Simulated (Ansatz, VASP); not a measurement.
Lu2SiNF2: VASP beside Ansatz

```
Lu Si N F
1.0
     3.26170    0.00000    0.00000
     0.00000    3.26170    0.00000
     0.00000    0.00000    7.71266
Lu Si N F
2 1 1 2
Direct
  0.50000 0.00000 0.27390
  0.00000 0.50000 0.72610
  0.00000 0.00000 0.00000
  0.50000 0.50000 0.00000
  0.50000 0.00000 0.58976
  0.00000 0.50000 0.41024
```

Change from the starting cell: species swapped into the Nd2FeSi2Ru type (P-4m2, No. 115).

Alike in both runs: functional PBE; k mesh 12 × 12 × 6; occupations gaussian, width 0.1 eV; no spin polarisation.

Ansatz relaxed the structure, and its values are those at the end. VASP's run is a single point on that final structure, the one shown.

|  | VASP | Ansatz |
| --- | --- | --- |
| version | VASP 6.6.1 | Ansatz 0.2.0 |
| potentials or method | VASP PAW PBE potentials, release 64 (Lu, Si, N, F), cutoff 520 eV | scalar-relativistic, plane waves, PAW |
| valence electrons in the cell | 73 | 73 |

```tsv
	VASP	Ansatz	Ansatz less VASP
gap on the k mesh at the Fermi level (eV)	none	none	-
pressure (GPa)	0.2	0.0	-0.23
```

A gap of «none» marks a metal or a gap that the smearing closes.

Neither program's run includes spin-orbit coupling.
